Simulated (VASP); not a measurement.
Input of a VASP 6.6.1 run:

The input INCAR:

```
  PREC = Accurate
  ENCUT = 520
  EDIFF = 1E-6
  ISMEAR = -1
  SIGMA = 0.05
  LREAL = F
  LASPH = T
  NELM = 100
  ALGO = Normal
  ISIF = 2
  LWAVE = F
  LCHARG = T
  LELF = T
  LVHAR = T
  NBANDS = 10
```

Contents of KPOINTS:

```
Automatic mesh
0
Gamma
  13 13 13
```

File POSCAR:

```
Na
1.0
   -1.6313780109      1.6313780109      1.6313780109
    1.6313780109     -1.6313780109      1.6313780109
    1.6313780109      1.6313780109     -1.6313780109
Na
1
Direct
    0.0000000000      0.0000000000      0.0000000000
```

Potentials or basis: VASP PAW LDA potentials, release 64 (Na_pv).

Launch:

```console
$ cat potpaw_LDA.64/Na_pv/POTCAR > POTCAR
$ mpirun -np 1 vasp_std > vasp.out
```

(1) What does it give for the pressure?

(2) Predict the band gap on the k mesh.

## Answers

(1) 20.3 GPa.

(2) zero (an odd number of electrons rules out a gap without spin polarisation).

Caveat: the cell stands under pressure.
